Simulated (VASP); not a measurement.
# PtSe2 (P-3m1) in VASP: further runs

PtSe2 is run at these levels: LDA; tasks: vibrations by perturbation theory.

Everything below comes from runs of VASP 6.6.1. Logs are shortened: lines on timing, memory, paths and dates and some standing lists are left out, and cuts for length are marked.

## 1. The cell of the first run

It takes space group P-3m1 (No. 164, trigonal). Conventional cell: a = 3.691 Å, b = 3.691 Å, c = 4.468 Å, α = 90.00°, β = 90.00°, γ = 120.00°. Within 3.3 Å of Pt (site symmetry -3m) lie 6 Se at 2.47 Å. Se (site symmetry 3m) has 3 Pt at 2.47 Å and 6 Se at 2.90 to 3.29 Å within 3.3 Å.

## 2. Vibrations by perturbation theory, LDA

Contents of INCAR:

```
PREC = Accurate
ENCUT = 500
EDIFF = 1E-8
ISMEAR = -1
SIGMA = 0.15
LREAL = F
LASPH = T
NELM = 120
ALGO = Normal
ISIF = 2
LWAVE = F
LCHARG = T
IBRION = 8
NSW = 1
GGA_COMPAT = F
```

Contents of KPOINTS:

```
regular mesh
0
Gamma
  12 12 8
```

Contents of POSCAR:

```
PtSe2
1.0
    3.6908834832      0.0000000000      0.0000000000
   -1.8454417416      3.1963988589      0.0000000000
    0.0000000000      0.0000000000      4.4680301771
Pt Se
1 2
Direct
    0.0000000000      0.0000000000      0.0000000000
    0.3333333333      0.6666666667      0.2797898532
    0.6666666667      0.3333333333      0.7202101468
```

Potentials or basis: VASP PAW LDA potentials, release 64 (Pt, Se).

The run is started by

```sh
> cat potpaw_LDA.64/Pt/POTCAR potpaw_LDA.64/Se/POTCAR > POTCAR
> mpirun -np 1 vasp_std > vasp.out
```

OUTCAR:

```text
PREC = Accurate
   ENCUT = 500
   EDIFF = 1E-8
   ISMEAR = -1
   LREAL = F
   LASPH = T
   NELM = 120
   ISIF = 2
   IBRION = 8
   NSW = 1

 ion  position               nearest neighbor table
   1  0.000  0.000  0.000-   2 2.47   3 2.47   3 2.47   2 2.47   3 2.47   2 2.47
   2  0.333  0.667  0.280-   1 2.47   1 2.47   1 2.47
   3  0.667  0.333  0.720-   1 2.47   1 2.47   1 2.47

  LATTYP: Found a hexagonal cell.
 ALAT       =     3.6908834832
 C/A-ratio  =     1.2105584469

  Lattice vectors:

 A1 = (   3.6908834832,   0.0000000000,   0.0000000000)
 A2 = (  -1.8454417416,   3.1963988589,   0.0000000000)
 A3 = (   0.0000000000,   0.0000000000,   4.4680301771)

Analysis of symmetry for initial positions (statically):
=====================================================================
 Subroutine PRICEL returns:
 Original cell was already a primitive cell.

 Routine SETGRP: Setting up the symmetry group for a
 hexagonal supercell.

 Subroutine GETGRP returns: Found 12 space group operations
 (whereof 12 operations were pure point group operations)
 out of a pool of 24 trial point group operations.

The static configuration has the point symmetry D_3d.

Analysis of symmetry for dynamics (positions and initial velocities):
=====================================================================
 Subroutine PRICEL returns:
 Original cell was already a primitive cell.

 Routine SETGRP: Setting up the symmetry group for a
 hexagonal supercell.

 Subroutine GETGRP returns: Found 12 space group operations
 (whereof 12 operations were pure point group operations)
 out of a pool of 24 trial point group operations.

The dynamic configuration has the point symmetry D_3d.

 Subroutine INISYM returns: Found 12 space group operations
 (whereof 12 operations are pure point group operations),
 and found     1 'primitive' translations

----------------------------------------------------------------------------------------

                                     Primitive cell

  volume of cell :      52.7117

  direct lattice vectors                    reciprocal lattice vectors
     3.690883483  0.000000000  0.000000000     0.270937840  0.156426035  0.000000000
    -1.845441742  3.196398859  0.000000000     0.000000000  0.312852070  0.000000000
     0.000000000  0.000000000  4.468030177     0.000000000  0.000000000  0.223812275

  length of vectors
     3.690883483  3.690883483  4.468030177     0.312852070  0.312852070  0.223812275

  position of ions in fractional coordinates (direct lattice)
     0.000000000  0.000000000  0.000000000
     0.333333333  0.666666667  0.279789853
     0.666666667  0.333333333  0.720210147

  ion indices of the primitive-cell ions
   primitive index   ion index
                 1           1
                 2           2
                 3           3

----------------------------------------------------------------------------------------

 KPOINTS: regular mesh

Automatic generation of k-mesh.
 Grid dimensions read from file:
 generate k-points for:   12   12    8

 Generating k-lattice:

  Cartesian coordinates                     Fractional coordinates (reciprocal lattice)
     0.022578153  0.013035503  0.000000000     0.083333333 -0.000000000  0.000000000
     0.000000000  0.026071006  0.000000000     0.000000000  0.083333333  0.000000000
     0.000000000  0.000000000  0.027976534     0.000000000  0.000000000  0.125000000

  Length of vectors
     0.026071006  0.026071006  0.027976534

  Shift w.r.t. Gamma in fractional coordinates (k-lattice)
     0.000000000  0.000000000  0.000000000

 Subroutine IBZKPT returns following result:
 ===========================================

 Found    131 irreducible k-points:

 Following reciprocal coordinates:
            Coordinates               Weight
  0.000000  0.000000  0.000000      1.000000
  0.083333  0.000000  0.000000      6.000000
  0.166667  0.000000  0.000000      6.000000
  0.250000  0.000000  0.000000      6.000000
  0.333333 -0.000000  0.000000      6.000000
  0.416667  0.000000  0.000000      6.000000
[... 50 lines left out ...]
   EMIN   =  10.00;   EMAX   =-10.00  energy-range for DOS
   EFERMI =   0.00;   METHOD = LEGACY
   ISMEAR =    -1;   SIGMA  =   0.15  broadening in eV -4-tet -1-fermi 0-gaus
   EFERMI_NEDOS =   21; number of points for ismear=-14 and -15
   IALGO  =     38    algorithm
   IMIX   =      4    mixing-type and parameters
     AMIX     =   0.40;   BMIX     =  1.00
     AMIX_MAG =   1.60;   BMIX_MAG =  1.00
  volume/ion in A,a.u.               =      17.57       118.57
  Fermi-wavevector in a.u.,A,eV,Ry     =   1.223432  2.311952 20.365016  1.496786
  Thomas-Fermi vector in A             =   2.358543
   LORBIT       =      0    0 simple, 1 ext, 2 COOP (PROOUT), +10 PAW based schemes
   GGA     = CA    functional components
   LHFCALC =     F    Hartree Fock is set to
   AEXX    =    0.0000 exact exchange contribution
   IVDW    =     0    specifies the selected vdW correction
   LEPSILON=     F    determine dielectric tensor
   LRPA    =     F    only Hartree local field effects (RPA)
 non-spin polarized calculation
  energy-cutoff  :      500.00
  volume of cell :       52.71
 maximum number of plane-waves:      1361
 NGX is ok and might be reduce to    28
   NGX = 13   NGY = 13   NGZ = 17

--------------------------------------- Ionic step        1  -------------------------------------------

 number of electron      22.0000000 magnetization

 Free energy of the ion-electron system (eV)
  ---------------------------------------------------
  ext. energy  EPLUGINS =         0.00000000
  ---------------------------------------------------
  free energy    TOTEN  =       -16.99022813 eV

  energy without entropy =      -16.93362129  energy(sigma->0) =      -16.96192471

 E-fermi :   8.3056     XC(G=0): -11.6912

 val. band max:        8.2816280161   @ k =   0.0833   0.0000   0.0000
 cond. band min:       8.3195742008   @ k =   0.0000   0.3333   0.2500
 fundamental gap:      0.0379461847
 Fermi energy:         8.3056417554

 k-point     1 :       0.0000    0.0000    0.0000
  band No.  band energies     occupation
      1      -8.3096      2.00000
      2      -4.1150      2.00000
      3       0.4780      2.00000
      4       1.5028      2.00000
      5       1.5028      2.00000
      6       4.2417      2.00000
      7       4.2417      2.00000
      8       5.7551      2.00000
      9       7.2878      1.99774
     10       7.2878      1.99774
     11       9.0703      0.01215
     12       9.0703      0.01215
     13       9.3925      0.00142
     14      11.2311      0.00000
[... 401 lines left out ...]
      2      -4.6036      2.00000
      3       0.8236      2.00000
      4       1.6488      2.00000
      5       2.2759      2.00000
      6       3.3678      2.00000
      7       4.1035      2.00000
      8       4.9800      2.00000
      9       6.2819      2.00000
     10       7.0479      1.99954
     11       8.3998      0.69612
     12       8.9947      0.02003
     13       9.9465      0.00004
     14      12.8221      0.00000
     15      13.6373      0.00000

 [... further k-points ...]

------------------------ aborting loop because EDIFF is reached ----------------------------------------

  FORCE on cell =-STRESS in cart. coord.  units (eV):
  Direction    XX          YY          ZZ          XY          YZ          ZX
  --------------------------------------------------------------------------------------
  -------------------------------------------------------------------------------------
  Total        3.1698456      3.1698456      3.1029943      0.0000000      0.0000000     -0.0000000
  in kB       96.3476861     96.3476861     94.3157377      0.0000000      0.0000000     -0.0000000
  external PRESSURE =      95.6703699 kB  Pullay stress =       0.0000000 kB

 VOLUME and BASIS-vectors are now :
 -----------------------------------------------------------------------------
  energy-cutoff  :      500.00
  volume of cell :       52.71
      direct lattice vectors                 reciprocal lattice vectors
     3.690883483  0.000000000  0.000000000     0.270937840  0.156426035  0.000000000
    -1.845441742  3.196398859  0.000000000     0.000000000  0.312852070  0.000000000
     0.000000000  0.000000000  4.468030177     0.000000000  0.000000000  0.223812275

 POSITION                                       TOTAL-FORCE (eV/Angst)
 -----------------------------------------------------------------------------------
      0.00000      0.00000      0.00000         0.000000      0.000000      0.000000
     -0.00000      2.13093      1.25011         0.000000      0.000000      0.054169
      1.84544      1.06547      3.21792        -0.000000      0.000000     -0.054169
 -----------------------------------------------------------------------------------
    total drift:                               -0.000000      0.000000      0.000000

  FREE ENERGIE OF THE ION-ELECTRON SYSTEM (eV)
  ---------------------------------------------------
  free  energy   TOTEN  =       -16.9902281256 eV

  energy  without entropy=      -16.9336212933  energy(sigma->0) =      -16.96192471

[... ionic steps 2 to 3 ...]

--------------------------------------- Ionic step        4  -------------------------------------------

------------------------ aborting loop because EDIFF is reached ----------------------------------------
[... 11 lines left out ...]
[... ionic steps 8 to 8 ...]

--------------------------------------- Ionic step        9  -------------------------------------------

 Free energy of the ion-electron system (eV)
  ---------------------------------------------------
  ---------------------------------------------------
  free energy    TOTEN  =        -0.08768652 eV

  energy without entropy =       -0.08767285

------------------------ aborting loop because EDIFF is reached ----------------------------------------

 INTERNAL STRAIN TENSOR  FOR ION    2  DIRECTION 3   (eV/Angst):
 -----------------------------------------------------------------------------
   -11.16458 -0.00000 -0.00000
     0.00000-11.16458 -0.00000
     0.00000  0.00000 -9.14257

 INTERNAL STRAIN TENSOR FOR ION    3 for displacements in x,y,z  (eV/Angst):
          X           Y           Z          XY          YZ          ZX
  --------------------------------------------------------------------------------
  x     0.00000     0.00000     0.00000    -4.73822     0.00000     7.00859
  y    -4.73822     4.73822     0.00000     0.00000     7.79277     0.00000
  z    11.16458    11.16458     9.14257     0.00000     0.00000     0.00000

 SECOND DERIVATIVES (NOT SYMMETRIZED)
 ------------------------------------
               1X          1Y          1Z          2X          2Y          2Z          3X          3Y          3Z
  1X   -18.016049    0.000000    0.000000    9.008025    0.000000    0.000000    9.008025    0.000000    0.000000
  1Y     0.000000  -18.016049    0.000000    0.000000    9.008025    0.000000    0.000000    9.008025    0.000000
  1Z     0.000000    0.000000  -16.758382    0.000000   -0.000000    8.379191    0.000000   -0.000000    8.379191
  2X     9.009693    0.000000    0.000000   -8.698797    0.000000    0.000000   -0.310896   -0.000000    0.000000
  2Y     0.000000    9.009693   -0.000000    0.000000   -8.698797   -0.000000    0.000000   -0.310896    0.000000
  2Z     0.000000   -0.000000    8.376773    0.000000    0.000000  -12.057786    0.000000   -0.000000    3.681012
  3X     9.009693    0.000000    0.000000   -0.310896   -0.000000    0.000000   -8.698797    0.000000    0.000000
  3Y     0.000000    9.009693   -0.000000    0.000000   -0.310896    0.000000    0.000000   -8.698797   -0.000000
  3Z     0.000000   -0.000000    8.376773    0.000000   -0.000000    3.681012    0.000000    0.000000  -12.057786

 Eigenvectors and eigenvalues of the dynamical matrix
 ----------------------------------------------------

   1 f  =    7.103382 THz    44.631863 2PiTHz  236.943304 cm-1    29.377212 meV
             X         Y         Z           dx          dy          dz
      0.000000  0.000000  0.000000     0.000007   -0.668820    0.000000
     -0.000000  2.130933  1.250110    -0.000005    0.525681    0.000000
      1.845442  1.065466  3.217921    -0.000005    0.525681   -0.000000
[... 43 lines left out ...]
   9 f/i=    0.000491 THz     0.003088 2PiTHz    0.016393 cm-1     0.002032 meV
             X         Y         Z           dx          dy          dz
      0.000000  0.000000  0.000000    -0.000000   -0.000000    0.743346
     -0.000000  2.130933  1.250110    -0.000000   -0.000000    0.472989
      1.845442  1.065466  3.217921    -0.000000   -0.000000    0.472989

--------------------------------------------------------------------------------------------------------

 ELASTIC MODULI CONTR FROM IONIC RELAXATION (kBar)
 Direction    XX          YY          ZZ          XY          YZ          ZX
 --------------------------------------------------------------------------------
 XX        -644.1531   -318.7366   -394.2505      0.0000    267.6002     -0.0000
 YY        -318.7366   -644.1531   -394.2505     -0.0000   -267.6002      0.0000
 ZZ        -394.2505   -394.2505   -322.8480     -0.0000      0.0000      0.0000
 XY           0.0000     -0.0000     -0.0000   -162.7083     -0.0000    240.6719
 YZ         267.6002   -267.6002      0.0000     -0.0000   -440.1119      0.0000
 ZX          -0.0000      0.0000      0.0000    240.6719      0.0000   -355.9929
 --------------------------------------------------------------------------------
```

Wall time 11 min (1 thread of AMD EPYC 9R45 (Zen 5), shared host); peak memory 1.1 GiB.

What came out:

```
Highest phonon frequency at Γ, LO-TO splitting left out : 237 cm⁻¹
```

Phonon frequencies in cm⁻¹ (negative: imaginary):
```csv
q point,frequencies
"(0.000, 0.000, 0.000)",0 0 0 170 170 228 233 237 237
```

Caveat: the cell stands under pressure or tension, which shifts response properties; spin-orbit coupling is left out, which moves the levels of the heavy elements.

(Part 1 of 2 ends here.)
